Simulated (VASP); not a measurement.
A run of VASP 6.6.1:

Contents of INCAR:

```
SYSTEM = Li
PREC = Accurate ; ENCUT = 520
EDIFF = 1E-7 ; ISMEAR = 0
SIGMA = 0.1 ; LREAL = .FALSE.
LASPH = .TRUE. ; NELM = 60
ALGO = Fast ; ISIF = 2
LWAVE = .FALSE. ; LCHARG = .TRUE.
GGA = PE ; IVDW = 12
LELF = .TRUE. ; LVHAR = .TRUE.
ISYM = 0 ; NBANDS = 8
```

File KPOINTS:

```
Automatic mesh
0
G
  12 12 15
  0 0 0
```

File POSCAR:

```
Li
1.0
    3.1571987648      0.0000025232     -0.0052531948
   -1.5785971972      2.7342155967      0.0052531947
   -1.5823026733      0.9135428744      2.3200849641
Li
1
Direct
    0.0000000000      0.0000000000      0.0000000000
```

Potentials or basis: VASP PAW PBE potentials, release 64 (Li_sv).

Command:

```bash
$ cat potpaw_PBE.64/Li_sv/POTCAR > POTCAR
$ mpirun -np 1 vasp_std > vasp.out
```

Hardware: 1 thread of AMD EPYC 7R43 64-Core Processor (Zen 3), on a shared host.

Q: How long does it take, and how much memory?

A: Wall time 2.9 min on 1 thread of AMD EPYC 7R43 64-Core Processor (Zen 3) (shared host), peak memory 0.21 GiB. Counts: scf iterations 13, k points 1082.
